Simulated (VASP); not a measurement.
Here is a VASP 6.6.1 calculation.

INCAR

```
SYSTEM = Rh16Se
ALGO     = Normal         ! electronic algorithm
EDIFF    = 1E-6           ! SCF threshold, eV
ENCUT    = 400            ! plane-wave cutoff, eV
GGA      = PE             ! functional
GGA_COMPAT= .False.      
ISIF     = 2              ! what is computed and relaxed
ISMEAR   = 0              ! smearing method
IVDW     = 12             ! dispersion correction
LASPH    = .True.         ! aspherical terms in the spheres
LCHARG   = .True.         ! write CHGCAR
LELF     = .True.         ! ELF
LREAL    = .False.        ! projectors in reciprocal space
LVHAR    = .True.       
LWAVE    = .False.        ! write WAVECAR
NBANDS   = 137            ! bands
NELM     = 120            ! most SCF steps
NELMDL   = -8           
PREC     = Accurate       ! precision mode
SIGMA    = 0.05           ! smearing width, eV
```

KPOINTS

```
k-points
0
Gamma
  2 3 1
  0 0 0
```

Contents of POSCAR:

```
Rh16Se
1.0
    7.6000000000      0.0000000000      0.0000000000
    0.0000000000      5.3740120000      0.0000000000
    0.0000000000      0.0000000000     17.0305090000
Rh Se
16 1
Direct
    0.2500000000      0.2500000000      0.0587182098
    0.7500000000      0.2500000000      0.0587182098
    0.2500000000      0.7500000000      0.0587182098
    0.7500000000      0.7500000000      0.0587182098
    0.0042572368     -0.0009352417      0.1277005872
    0.4957469737     -0.0009354278      0.1277157365
    0.0079213158      0.4985329396      0.1341369774
    0.4920782895      0.4985355448      0.1341231199
    0.2500089474      0.2530814967      0.2170628018
    0.7499935526      0.2458513304      0.2075664327
    0.2500017105      0.7488364373      0.2182291792
    0.7499936842      0.7457110256      0.2055787646
   -0.0264857895     -0.0060200833      0.2888260709
    0.5264713158     -0.0060165478      0.2888292417
   -0.0201119737      0.4971712010      0.2870548966
    0.5201081579      0.4971760391      0.2870475568
    0.2500060526      1.0629966960      0.3493082327
```

Potentials or basis: VASP PAW PBE potentials, release 64 (Rh_pv, Se).

Command:

```console
$ cat potpaw_PBE.64/Rh_pv/POTCAR potpaw_PBE.64/Se/POTCAR > POTCAR
$ mpirun -np 1 vasp_std > vasp.out
```

(1) What does it give for the band gap on the k mesh?

(2) Estimate the dispersion energy per atom.

(3) Predict the largest force.

## Answers

(1) zero (bands 123 and 124 overlap by 0.32 eV).

(2) -0.393 eV.

(3) 0.315 eV/Å.

Caveat: the k points lie up to 0.41 Å⁻¹ apart; there is no dipole correction, which matters where the two faces differ.
